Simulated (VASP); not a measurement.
# HfN (I4mm) in VASP: notebook, part 2 of 2

VASP 6.6.1.

### Step 4. Single point, PBEsol+U

INCAR

```
  ALGO = Normal
  EDIFF = 1E-6
  ENCUT = 600
  GGA = PS
  GGA_COMPAT = False
  ISIF = 2
  ISMEAR = 0
  LASPH = True
  LCHARG = False
  LDAU = True
  LDAUJ = 0 0
  LDAUL = 2 -1
  LDAUPRINT = 1
  LDAUTYPE = 2
  LDAUU = 3 0
  LMAXMIX = 4
  LREAL = False
  LWAVE = False
  NBANDS = 14
  NELM = 200
  PREC = Accurate
  SIGMA = 0.15
```

KPOINTS

```
k-points
0
Gamma
  22 22 22
```

POSCAR

```
HfN
1.0
    0.0000000000      2.2507757579      2.2507757579
    2.2507757579      0.0000000000      2.2507757579
    2.2507757579      2.2507757579      0.0000000000
Hf N
1 1
Direct
    0.0000000000      0.0000000000      0.0000000000
    0.4333563108      0.4333563108      0.5666436892
```

Potentials or basis: VASP PAW PBE potentials, release 64 (Hf_pv, N).

On the command line:

```bash
$ cat potpaw_PBE.64/Hf_pv/POTCAR potpaw_PBE.64/N/POTCAR > POTCAR
$ mpirun -np 1 vasp_std > vasp.out
```

OUTCAR:

```text
EDIFF = 1E-6
   ENCUT = 600
   GGA = PS
   ISIF = 2
   ISMEAR = 0
   LASPH = True
   LREAL = False
   NELM = 200
   PREC = Accurate

 ion  position               nearest neighbor table
   1  0.000  0.000  0.000-   2 1.95   2 2.27   2 2.27   2 2.27   2 2.27   2 2.55
   2  0.433  0.433  0.567-   1 1.95   1 2.27   1 2.27   1 2.27   1 2.27   1 2.55

  LATTYP: Found a face centered cubic cell.
 ALAT       =     4.5015515158

  Lattice vectors:

 A1 = (   0.0000000000,   2.2507757579,   2.2507757579)
 A2 = (   2.2507757579,   0.0000000000,   2.2507757579)
 A3 = (   2.2507757579,   2.2507757579,   0.0000000000)

Analysis of symmetry for initial positions (statically):
=====================================================================
 Subroutine PRICEL returns:
 Original cell was already a primitive cell.

 Routine SETGRP: Setting up the symmetry group for a
 face centered cubic supercell.

 Subroutine GETGRP returns: Found  8 space group operations
 (whereof  8 operations were pure point group operations)
 out of a pool of 48 trial point group operations.

The static configuration has the point symmetry C_4v.

Analysis of symmetry for dynamics (positions and initial velocities):
=====================================================================
 Subroutine PRICEL returns:
 Original cell was already a primitive cell.

 Routine SETGRP: Setting up the symmetry group for a
 face centered cubic supercell.

 Subroutine GETGRP returns: Found  8 space group operations
 (whereof  8 operations were pure point group operations)
 out of a pool of 48 trial point group operations.

The dynamic configuration has the point symmetry C_4v.

 Subroutine INISYM returns: Found  8 space group operations
 (whereof  8 operations are pure point group operations),
 and found     1 'primitive' translations

----------------------------------------------------------------------------------------

                                     Primitive cell

  volume of cell :      22.8048

  direct lattice vectors                    reciprocal lattice vectors
     0.000000000  2.250775758  2.250775758    -0.222145631  0.222145631  0.222145631
     2.250775758  0.000000000  2.250775758     0.222145631 -0.222145631  0.222145631
     2.250775758  2.250775758  0.000000000     0.222145631  0.222145631 -0.222145631

  length of vectors
     3.183077603  3.183077603  3.183077603     0.384767519  0.384767519  0.384767519

  position of ions in fractional coordinates (direct lattice)
     0.000000000  0.000000000  0.000000000
     0.433356311  0.433356311  0.566643689

  ion indices of the primitive-cell ions
   primitive index   ion index
                 1           1
                 2           2

----------------------------------------------------------------------------------------

 KPOINTS: k-points

[... 90 lines left out ...]
  Thomas-Fermi vector in A             =   2.544302
   LORBIT       =      0    0 simple, 1 ext, 2 COOP (PROOUT), +10 PAW based schemes
 LDA+U is selected, type is set to LDAUTYPE =  2
   angular momentum for each species LDAUL =     2   -1
   U (eV)           for each species LDAUU =   3.0  0.0
   J (eV)           for each species LDAUJ =   0.0  0.0
   GGA     = PS    functional components
   LHFCALC =     F    Hartree Fock is set to
   AEXX    =    0.0000 exact exchange contribution
   IVDW    =     0    specifies the selected vdW correction
   LEPSILON=     F    determine dielectric tensor
   LRPA    =     F    only Hartree local field effects (RPA)
 non-spin polarized calculation
 Gauss-broadening in eV      SIGMA  =   0.15
  energy-cutoff  :      600.00
  volume of cell :       22.80
 maximum number of plane-waves:       778
 NGX is ok and might be reduce to    28
   NGX = 13   NGY = 13   NGZ = 13

atom =   1  type =  1  l = 2

 onsite density matrix

spin component  1

  0.1713 -0.0000  0.0000 -0.0000  0.0000
 -0.0000  0.1634  0.0000  0.0000  0.0000
  0.0000  0.0000  0.2480 -0.0000  0.0000
 -0.0000  0.0000 -0.0000  0.1634 -0.0000
  0.0000  0.0000  0.0000 -0.0000  0.1763

spin component  2

  0.1713 -0.0000  0.0000 -0.0000  0.0000
 -0.0000  0.1634  0.0000  0.0000  0.0000
  0.0000  0.0000  0.2480 -0.0000  0.0000
 -0.0000  0.0000 -0.0000  0.1634 -0.0000
  0.0000  0.0000  0.0000 -0.0000  0.1763

 occupancies and eigenvectors

  o =  0.1634  v =  0.0000 -0.5819  0.0000 -0.8133  0.0000  0.0000  0.0000  0.0000  0.0000  0.0000      0.0000  0.0000  0.0000  0.0000  0.0000  0.0000  0.0000  0.0000  0.0000  0.0000
  o =  0.1634  v =  0.0000  0.0000  0.0000  0.0000  0.0000  0.0000 -0.5819  0.0000 -0.8133  0.0000      0.0000  0.0000  0.0000  0.0000  0.0000  0.0000  0.0000  0.0000  0.0000  0.0000
  o =  0.1634  v =  0.0000  0.8133  0.0000 -0.5819  0.0000  0.0000  0.0000  0.0000  0.0000  0.0000      0.0000  0.0000  0.0000  0.0000  0.0000  0.0000  0.0000  0.0000  0.0000  0.0000
  o =  0.1634  v =  0.0000  0.0000  0.0000  0.0000  0.0000  0.0000  0.8133  0.0000 -0.5819  0.0000      0.0000  0.0000  0.0000  0.0000  0.0000  0.0000  0.0000  0.0000  0.0000  0.0000
  o =  0.1713  v =  0.0000  0.0000  0.0000  0.0000  0.0000  1.0000  0.0000  0.0000  0.0000  0.0000      0.0000  0.0000  0.0000  0.0000  0.0000  0.0000  0.0000  0.0000  0.0000  0.0000
  o =  0.1713  v =  1.0000  0.0000  0.0000  0.0000  0.0000  0.0000  0.0000  0.0000  0.0000  0.0000      0.0000  0.0000  0.0000  0.0000  0.0000  0.0000  0.0000  0.0000  0.0000  0.0000
  o =  0.1763  v =  0.0000  0.0000  0.0000  0.0000  0.0000  0.0000 -0.0000  0.0000 -0.0000 -1.0000      0.0000  0.0000  0.0000  0.0000  0.0000  0.0000  0.0000  0.0000  0.0000  0.0000
  o =  0.1763  v =  0.0000 -0.0000  0.0000 -0.0000 -1.0000  0.0000  0.0000  0.0000  0.0000  0.0000      0.0000  0.0000  0.0000  0.0000  0.0000  0.0000  0.0000  0.0000  0.0000  0.0000
  o =  0.2480  v =  0.0000  0.0000 -1.0000 -0.0000 -0.0000  0.0000  0.0000  0.0000  0.0000  0.0000      0.0000  0.0000  0.0000  0.0000  0.0000  0.0000  0.0000  0.0000  0.0000  0.0000
  o =  0.2480  v =  0.0000  0.0000  0.0000  0.0000  0.0000  0.0000  0.0000 -1.0000 -0.0000 -0.0000      0.0000  0.0000  0.0000  0.0000  0.0000  0.0000  0.0000  0.0000  0.0000  0.0000

 number of electron      15.0000001 magnetization

 Free energy of the ion-electron system (eV)
  ---------------------------------------------------
  ext. energy  EPLUGINS =         0.00000000
  ---------------------------------------------------
  free energy    TOTEN  =       -20.12142654 eV

  energy without entropy =      -20.11335335  energy(sigma->0) =      -20.11738994

 E-fermi :   8.7224     XC(G=0): -12.9177

 val. band max:        8.7221644514   @ k =   0.0909   0.4091   0.2273
 cond. band min:       8.7226010872   @ k =  -0.2727   0.1818   0.0000
 fundamental gap:      0.0004366359
 Fermi energy:         8.7224188422

 k-point     1 :       0.0000    0.0000    0.0000
  band No.  band energies     occupation
      1     -22.9562      2.00000
      2     -22.8104      2.00000
      3     -22.8104      2.00000
      4      -9.0408      2.00000
      5       4.5555      2.00000
      6       4.5555      2.00000
      7       4.6240      2.00000
      8       8.6825      1.29301
      9       9.8044      0.00000
     10       9.8044      0.00000
     11      10.0780      0.00000
     12      11.0975      0.00000
     13      12.4269      0.00000
     14      17.6504      0.00000
[... 377 lines left out ...]
      1     -23.4270      2.00000
      2     -22.9581      2.00000
      3     -22.8658      2.00000
      4      -7.7020      2.00000
      5       1.5817      2.00000
      6       3.3067      2.00000
      7       3.7969      2.00000
      8       8.7955      0.49056
      9      10.3824      0.00000
     10      10.7099      0.00000
     11      13.1228      0.00000
     12      14.7932      0.00000
     13      15.6765      0.00000
     14      20.4642      0.00000

 [... further k-points ...]
[... 5 lines left out ...]
  --------------------------------------------------------------------------------------
  -------------------------------------------------------------------------------------
  Total        1.4103016      1.4103016      7.2923314      0.0000000      0.0000000      0.0000000
  in kB       99.0822571     99.0822571    512.3306027      0.0000000      0.0000000      0.0000000
  external PRESSURE =     236.8317056 kB  Pullay stress =       0.0000000 kB

 VOLUME and BASIS-vectors are now :
 -----------------------------------------------------------------------------
  energy-cutoff  :      600.00
  volume of cell :       22.80
      direct lattice vectors                 reciprocal lattice vectors
     0.000000000  2.250775758  2.250775758    -0.222145631  0.222145631  0.222145631
     2.250775758  0.000000000  2.250775758     0.222145631 -0.222145631  0.222145631
     2.250775758  2.250775758  0.000000000     0.222145631  0.222145631 -0.222145631

 POSITION                                       TOTAL-FORCE (eV/Angst)
 -----------------------------------------------------------------------------------
      0.00000      0.00000      0.00000         0.000000      0.000000     -4.883446
      2.25078      2.25078      1.95078         0.000000      0.000000      4.883446
 -----------------------------------------------------------------------------------
    total drift:                                0.000000      0.000000     -0.000177

  FREE ENERGIE OF THE ION-ELECTRON SYSTEM (eV)
  ---------------------------------------------------
  free  energy   TOTEN  =       -20.1214265423 eV

  energy  without entropy=      -20.1133533457  energy(sigma->0) =      -20.11738994
```

stdout:

```text
POSCAR found type information on POSCAR HfN
 POSCAR found :  2 types and       2 ions
 scaLAPACK will be used
 -----------------------------------------------------------------------------
|                                                                             |
|                                                                             |
|     You enforced a specific xc type in the INCAR file but a different       |
|     I HOPE YOU KNOW WHAT YOU ARE DOING!                                     |
|                                                                             |
 -----------------------------------------------------------------------------

 LDA part: xc-table for (Slater+PW92), standard interpolation
 POSCAR, INCAR and KPOINTS ok, starting setup
 FFT: planning ... GRIDC
 FFT: planning ... GRID_SOFT
 FFT: planning ... GRID
 WAVECAR not read
 entering main loop
```

Run time: 4.1 min. Hardware: 1 thread of Intel Xeon Platinum 8488C (Sapphire Rapids), shared host; peak memory 0.45 GiB.

What came out:

```yaml
Free_energy: -20.1214 eV
Pressure: 23.7 GPa
Largest_force: 4.883 eV/Å
Band_gap_on_the_k_mesh: zero (an odd number of electrons rules out a gap without spin polarisation)
```

Forces in eV/Å, atoms in the order of the input:
```
Hf   0.000  0.000 -4.883
N    0.000  0.000  4.883
```

Stress tensor (GPa, compression positive):
```
 9.91  0.00  0.00
 0.00  9.91  0.00
 0.00  0.00 51.23
```

Eigenvalues of the final occupation matrices:
```tsv
site	spin	trace	eigenvalues
site 1 d	1	0.92	0.16 0.16 0.17 0.18 0.25
site 1 d	2	0.92	0.16 0.16 0.17 0.18 0.25
```

Caveat: the stress differs along the axes, from 10 to 51 GPa; the PAW data sets were made with another functional, which shifts forces and pressure a little; spin-orbit coupling is left out, which moves the levels of the heavy elements; an odd number of electrons without spin polarisation forces a metal; a magnetic or distorted state may lie lower; U without spin polarisation on a metal has little footing.

### Step 5. Summary

```tsv
level	U	cell	gap on the mesh (eV)	pressure (GPa)	largest force (eV/Å)
PBEsol	-	as given, atomic positions A	none	61.9	15.61
PBEsol	-	as given, atomic positions B	none	11.1	4.28
PBEsol+U	Hf d U = 3.0 eV	as given, atomic positions B	none	23.7	4.88
```

Alike in all rows: task single point; potentials or basis VASP PAW PBE potentials, release 64 (Hf_pv, N); no spin polarisation; k mesh 22 × 22 × 22; cutoff (eV) 600; smearing gaussian 0.15 eV.

Caveats: the PAW data sets were made with another functional, which shifts forces and pressure a little; spin-orbit coupling is left out, which moves the levels of the heavy elements; an odd number of electrons without spin polarisation forces a metal; a magnetic or distorted state may lie lower; the stress differs along the axes, from 0 to 185 GPa (at least some runs); the stress differs along the axes, from -2 to 36 GPa (at least some runs); the stress differs along the axes, from 10 to 51 GPa (at least some runs).

Total energies depend on the potentials used, so only differences within one code and one set of settings carry meaning.
